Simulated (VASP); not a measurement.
# Si (a cell with a defect) in VASP: notebook, part 2 of 2

VASP 6.6.1. Earlier steps stand in the parts before.

## Step 4: Single point, PBEsol

Contents of INCAR:

```
SYSTEM = Si
ALGO     = Normal         ! electronic algorithm
EDIFF    = 1E-6           ! SCF threshold, eV
ENCUT    = 520            ! plane-wave cutoff, eV
GGA      = PS             ! functional
ISIF     = 2              ! what is computed and relaxed
ISMEAR   = -1             ! smearing method
LASPH    = .TRUE.         ! aspherical terms in the spheres
LCHARG   = .FALSE.        ! write CHGCAR
LREAL    = Auto         
LWAVE    = .FALSE.        ! write WAVECAR
NBANDS   = 48             ! bands
NELM     = 60             ! most SCF steps
PREC     = Accurate       ! precision mode
SIGMA    = 0.02           ! smearing width, eV
```

Contents of KPOINTS:

```
k-points
0
G
  2 2 2
  0 0 0
```

Contents of POSCAR:

```
Si
1.0
    0.0000000000      5.4300000000      5.4300000000
    5.4300000000      0.0000000000      5.4300000000
    5.4300000000      5.4300000000      0.0000000000
Si
17
Direct
   -0.0005248619     -0.0001473297     -0.0104605893
    0.1378744015      0.1382412523      0.0860436464
    0.0130679558      0.0134523020      0.4604454880
    0.1187861878      0.1191721915      0.6176565378
   -0.0005103131      0.5115309392     -0.0104732965
    0.1133620626      0.6281729282      0.1306826888
   -0.0228267035      0.5072276243      0.5087384899
    0.1187943831      0.6447958564      0.6176511050
    0.5111658379     -0.0001430018     -0.0104651013
    0.6277960405      0.1137374770      0.1307006446
    0.5068375691     -0.0224099448      0.5087541436
    0.6444167587      0.1191755064      0.6176539595
    0.4848071823      0.4851856354      0.0452331492
    0.6278186924      0.6281790976      0.1306719153
    0.5068972376      0.5072447514      0.5087290976
    0.6092249540      0.6096430018      0.6719520258
    0.3511800184      0.3516273481      0.4460678637
```

Potentials or basis: VASP PAW PBE potentials, release 64 (Si).

Command:

```console
cat potpaw_PBE.64/Si/POTCAR > POTCAR
mpirun -np 1 vasp_std > vasp.out
```

OUTCAR:

```text
SYSTEM = Si
   EDIFF = 1E-6
   ENCUT = 520
   GGA = PS
   ISIF = 2
   ISMEAR = -1
   LASPH = .TRUE.
   LREAL = Auto
   NELM = 60
   PREC = Accurate

 ion  position               nearest neighbor table
   1  0.999  1.000  0.990-   4 2.33   6 2.33  10 2.33   2 2.35
   2  0.138  0.138  0.086-   3 2.35   5 2.35   9 2.35   1 2.35
   3  0.013  0.013  0.460-   4 2.32  12 2.32   8 2.32   2 2.35
   4  0.119  0.119  0.618-   3 2.32   1 2.33  11 2.44   7 2.44  17 2.57
   5  0.999  0.512  0.990-   8 2.33   6 2.33  14 2.33   2 2.35
   6  0.113  0.628  0.131-   5 2.33   1 2.33  13 2.34   7 2.37  17 3.02
   7  0.977  0.507  0.509-  16 2.32   6 2.37  17 2.38   4 2.44   8 2.44
   8  0.119  0.645  0.618-   3 2.32   5 2.33   7 2.44  15 2.44  17 2.57
   9  0.511  1.000  0.990-  12 2.33  14 2.33  10 2.33   2 2.35
  10  0.628  0.114  0.131-   9 2.33   1 2.33  13 2.34  11 2.37  17 3.02
  11  0.507  0.978  0.509-  16 2.32  10 2.37  17 2.38   4 2.44  12 2.44
  12  0.644  0.119  0.618-   3 2.32   9 2.33  11 2.44  15 2.44  17 2.57
  13  0.485  0.485  0.045-  16 2.34  14 2.34   6 2.34  10 2.34  17 2.51
  14  0.628  0.628  0.131-   5 2.33   9 2.33  13 2.34  15 2.37  17 3.02
  15  0.507  0.507  0.509-  16 2.32  14 2.37  17 2.38  12 2.44   8 2.44
  16  0.609  0.610  0.672-  11 2.32   7 2.32  15 2.32  13 2.34
  17  0.351  0.352  0.446-  15 2.38   7 2.38  11 2.38  13 2.51   8 2.57  12 2.57   4 2.57  14 3.02
                             6 3.02  10 3.02

  LATTYP: Found a face centered cubic cell.
 ALAT       =    10.8600000000

  Lattice vectors:

 A1 = (   0.0000000000,   5.4300000000,   5.4300000000)
 A2 = (   5.4300000000,   0.0000000000,   5.4300000000)
 A3 = (   5.4300000000,   5.4300000000,   0.0000000000)

Analysis of symmetry for initial positions (statically):
=====================================================================
 Subroutine PRICEL returns:
 Original cell was already a primitive cell.

 Routine SETGRP: Setting up the symmetry group for a
 face centered cubic supercell.

 Subroutine GETGRP returns: Found  1 space group operations
 (whereof  1 operations were pure point group operations)
 out of a pool of 48 trial point group operations.

The static configuration has the point symmetry C_1 .

Analysis of symmetry for dynamics (positions and initial velocities):
=====================================================================
 Subroutine PRICEL returns:
 Original cell was already a primitive cell.

 Routine SETGRP: Setting up the symmetry group for a
 face centered cubic supercell.

 Subroutine GETGRP returns: Found  1 space group operations
 (whereof  1 operations were pure point group operations)
 out of a pool of 48 trial point group operations.

The dynamic configuration has the point symmetry C_1 .

 Subroutine INISYM returns: Found  1 space group operations
 (whereof  1 operations are pure point group operations),
 and found     1 'primitive' translations

----------------------------------------------------------------------------------------

                                     Primitive cell

  volume of cell :     320.2060

  direct lattice vectors                    reciprocal lattice vectors
     0.000000000  5.430000000  5.430000000    -0.092081031  0.092081031  0.092081031
     5.430000000  0.000000000  5.430000000     0.092081031 -0.092081031  0.092081031
[... 76 lines left out ...]
  0.500000  0.500000  0.500000      1.000000
  0.500000  0.500000  0.000000      1.000000
  0.000000  0.500000  0.500000      1.000000
  0.500000  0.000000  0.500000      1.000000
   k-points           NKPTS =      8   k-points in BZ     NKDIM =      8   number of bands    NBANDS=     48
   number of dos      NEDOS =    301   number of ions     NIONS =     17
   total plane-waves  NPLWV = 216000
   dimension x,y,z NGX =    60 NGY =   60 NGZ =   60
   dimension x,y,z NGXF=   120 NGYF=  120 NGZF=  120
   ions per type =              17
   NGX,Y,Z   is equivalent  to a cutoff of  12.99, 12.99, 12.99 a.u.
   NGXF,Y,Z  is equivalent  to a cutoff of  25.98, 25.98, 25.98 a.u.
 SYSTEM =  Si
   PREC   = accura    normal or accurate (medium, high low for compatibility)
   ISTART =      0    job   : 0-new  1-cont  2-samecut
   ICHARG =      2    charge: 1-file 2-atom 10-const
   ISPIN  =      1    spin polarized calculation?
   LNONCOLLINEAR =      F non collinear calculations
   LSORBIT =      F    spin-orbit coupling
   LASPH  =      T    aspherical Exc in radial PAW
   ENCUT  =  520.0 eV  38.22 Ry    6.18 a.u.  14.28 14.28 14.28*2*pi/ulx,y,z
   NELM   =     60;   NELMIN=  2; NELMDL= -5     # of ELM steps
   EDIFF  = 0.1E-05   stopping-criterion for ELM
   LREAL  =      T    real-space projection
   EDIFFG = 0.1E-04   stopping-criterion for IOM
   NSW    =      0    number of steps for IOM
   IBRION =     -1    ionic relax: 0-MD 1-quasi-New 2-CG
   NFREE  =      0    steps in history (QN), initial steepest desc. (CG)
   ISIF   =      2    stress and relaxation
   ISYM   =      2    0-nonsym 1-usesym 2-fastsym
   POTIM  = 0.5000    time-step for ionic-motion
   TEBEG  =    0.0;   TEEND  =   0.0 temperature during run
   PSTRESS=    0.0 pullay stress
   NELECT =      68.0000    total number of electrons
   NUPDOWN=      -1.0000    fix difference up-down
   EMIN   =  10.00;   EMAX   =-10.00  energy-range for DOS
   EFERMI =   0.00;   METHOD = LEGACY
   ISMEAR =    -1;   SIGMA  =   0.02  broadening in eV -4-tet -1-fermi 0-gaus
   EFERMI_NEDOS =   21; number of points for ismear=-14 and -15
   IALGO  =     38    algorithm
   IMIX   =      4    mixing-type and parameters
     AMIX     =   0.40;   BMIX     =  1.00
     AMIX_MAG =   1.60;   BMIX_MAG =  1.00
  volume/ion in A,a.u.               =      18.84       127.11
  Fermi-wavevector in a.u.,A,eV,Ry     =   0.976715  1.845724 12.979587  0.953973
  Thomas-Fermi vector in A             =   2.107356
   LORBIT       =      0    0 simple, 1 ext, 2 COOP (PROOUT), +10 PAW based schemes
   GGA     = PS    functional components
   LHFCALC =     F    Hartree Fock is set to
   AEXX    =    0.0000 exact exchange contribution
   IVDW    =     0    specifies the selected vdW correction
   LEPSILON=     F    determine dielectric tensor
   LRPA    =     F    only Hartree local field effects (RPA)
 non-spin polarized calculation
  energy-cutoff  :      520.00
  volume of cell :      320.21
 maximum number of plane-waves:      8646
 NGX is ok and might be reduce to    60
   NGX = 29   NGY = 29   NGZ = 29

 number of electron      68.0000000 magnetization

 Free energy of the ion-electron system (eV)
  ---------------------------------------------------
  ext. energy  EPLUGINS =         0.00000000
  ---------------------------------------------------
  free energy    TOTEN  =       -93.73884663 eV

  energy without entropy =      -93.72865508  energy(sigma->0) =      -93.73375086

 E-fermi :   6.7422     XC(G=0):  -9.8172

 val. band max:        6.6366807851   @ k =   0.0000   0.0000   0.0000
 cond. band min:       6.7559199404   @ k =   0.5000   0.5000   0.0000
 fundamental gap:      0.1192391553
 Fermi energy:         6.7421905412

 k-point     1 :       0.0000    0.0000    0.0000
  band No.  band energies     occupation
      1      -6.3450      2.00000
      2      -3.8811      2.00000
      3      -3.6779      2.00000
      4      -3.6778      2.00000
      5      -3.5403      2.00000
      6      -2.7689      2.00000
[... 381 lines left out ...]
     45      10.0752      0.00000
     46      10.2973      0.00000
 [bands above 46 left out]

------------------------ aborting loop because EDIFF is reached ----------------------------------------

  FORCE on cell =-STRESS in cart. coord.  units (eV):
  Direction    XX          YY          ZZ          XY          YZ          ZX
  --------------------------------------------------------------------------------------
  -------------------------------------------------------------------------------------
  Total        5.9348319      5.9302885      5.9291432     -0.9377813      0.9395678      0.9379451
  in kB       29.6954235     29.6726899     29.6669592     -4.6922666      4.7012053      4.6930862
  external PRESSURE =      29.6783576 kB  Pullay stress =       0.0000000 kB

 VOLUME and BASIS-vectors are now :
 -----------------------------------------------------------------------------
  energy-cutoff  :      520.00
  volume of cell :      320.21
      direct lattice vectors                 reciprocal lattice vectors
     0.000000000  5.430000000  5.430000000    -0.092081031  0.092081031  0.092081031
     5.430000000  0.000000000  5.430000000     0.092081031 -0.092081031  0.092081031
     5.430000000  5.430000000  0.000000000     0.092081031  0.092081031 -0.092081031

 POSITION                                       TOTAL-FORCE (eV/Angst)
 -----------------------------------------------------------------------------------
     10.80240     10.80035     10.85635         0.025852      0.025851     -0.005577
      1.21787      1.21588      1.49931         0.084069      0.084977     -0.084805
      2.57326      2.57118      0.14400         0.070237      0.069515     -0.069485
      4.00098      3.99888      1.29211         0.035000      0.035411      0.012760
      8.15074     10.80036      8.20484         0.005806      0.025320     -0.025581
      4.12059      1.32516      4.02654        -0.002713      0.013131      0.002810
[... 9 lines left out ...]
      6.95906      6.95679      6.61845        -0.020252     -0.021130      0.020868
      4.33149      4.32906      3.81624        -0.270466     -0.269564      0.269306
 -----------------------------------------------------------------------------------
    total drift:                                0.007960      0.005189     -0.003503

  FREE ENERGIE OF THE ION-ELECTRON SYSTEM (eV)
  ---------------------------------------------------
  free  energy   TOTEN  =       -93.7388466330 eV

  energy  without entropy=      -93.7286550840  energy(sigma->0) =      -93.73375086
```

Wall time 3.9 min (1 thread of Intel Xeon 8259CL, shared host); peak memory 0.47 GiB.

Results:

```
Free energy            : -93.7388 eV
Pressure               : 3.0 GPa
Largest force          : 0.467 eV/Å
Band gap on the k mesh : zero (bands 34 and 35 overlap by 0.12 eV)
```

Forces in eV/Å, atoms in the order of the input:
```
Si   0.026  0.026 -0.006
Si   0.084  0.085 -0.085
Si   0.070  0.070 -0.069
Si   0.035  0.035  0.013
Si   0.006  0.025 -0.026
Si  -0.003  0.013  0.003
Si   0.010  0.033 -0.010
Si  -0.013  0.034 -0.034
Si   0.026  0.006 -0.025
Si   0.013 -0.003  0.003
Si   0.034  0.010 -0.010
Si   0.035 -0.013 -0.035
Si  -0.039 -0.038  0.038
Si  -0.003 -0.003 -0.013
Si   0.010  0.010 -0.033
Si  -0.020 -0.021  0.021
Si  -0.270 -0.270  0.269
```

Levels at points of the mesh, in eV from the Fermi level:
```tsv
k point	band 32	band 33	band 34	band 35	band 36	band 37
(0.00, 0.00, 0.00)	-0.68	-0.68	-0.40	-0.11	-0.11	0.11
(0.50, 0.00, 0.00)	-1.34	-1.09	-0.17	0.22	0.79	0.83
(0.00, 0.50, 0.00)	-1.34	-1.09	-0.17	0.22	0.79	0.83
(0.00, 0.00, 0.50)	-1.28	-1.28	-0.29	0.39	0.39	1.11
(0.50, 0.50, 0.50)	-1.34	-1.09	-0.17	0.22	0.79	0.83
(0.50, 0.50, 0.00)	-1.73	-0.83	0.01	0.53	1.18	1.30
(0.00, 0.50, 0.50)	-1.73	-0.83	0.01	0.53	1.18	1.30
(0.50, 0.00, 0.50)	-1.73	-0.83	0.01	0.53	1.18	1.30
```

Caveat: the k points lie up to 0.50 Å⁻¹ apart; the PAW data sets were made with another functional, which shifts forces and pressure a little.

## Step 5: Overview

| cell | gap on the mesh (eV) | pressure (GPa) | largest force (eV/Å) |
| --- | --- | --- | --- |
| as given, atomic positions A | none | 3.2 | 0.28 |
| as given, atomic positions B | none | 2.4 | 0.08 |
| as given, atomic positions C | none | 3.0 | 0.47 |

Alike in all rows: task single point; level PBEsol; potentials or basis VASP PAW PBE potentials, release 64 (Si); no spin polarisation; k mesh 2 × 2 × 2; cutoff (eV) 520; smearing fermi-dirac 0.02 eV.

Caveats: all runs use coarse meshes; the PAW data sets were made with another functional, which shifts forces and pressure a little.

Absolute energies hang on the potentials; compare differences alone.

The gap in the log of VASP goes by the Fermi energy; the results here count the filled bands.